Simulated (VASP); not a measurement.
Runs of VASP 6.6.1 on PbS (zincblende type). The structure is that of space group F-43m (No. 216), or close to it. The cells are those of the table. 

| task | cell | cutoff (eV) | gap on the mesh (eV) | pressure (GPa) |
| --- | --- | --- | --- | --- |
| single point | a = 3.987 Å, angles 60.0°, 2 atoms | 520 | none | 39.9 |
| single point | a = 3.791 Å, angles 60.0°, 2 atoms | 520 | none | 71.0 |
| single point | a = 4.627 Å, angles 60.0°, 2 atoms | 520 | 0.63 | 0.0 |
| relaxation of cell and atoms | relaxed from a = 4.394 Å, angles 60.0°, 2 atoms | 600 | 0.63 | 0.0 |
| single point | a = 4.295 Å, angles 60.0°, 2 atoms | 520 | none | (a) |

Alike in all rows: level PBEsol; potentials or basis VASP PAW PBE potentials, release 64 (Pb_d, S); no spin polarisation; k mesh 12 × 12 × 12; smearing fermi-dirac 0.05 eV.

Problem. Estimate the missing entries.

Solution. (a) 13.5.

Caveats: the PAW data sets were made with another functional, which shifts forces and pressure a little; spin-orbit coupling is left out, which moves the levels of the heavy elements; the cell stands under pressure (at least some runs); semilocal functionals underestimate gaps, so a narrow gap can read as zero (at least some runs).

A k mesh can miss the band edges, and the runs leave out spin-orbit coupling on Pb.

A gap of «none» marks levels without a gap at the run's occupations.
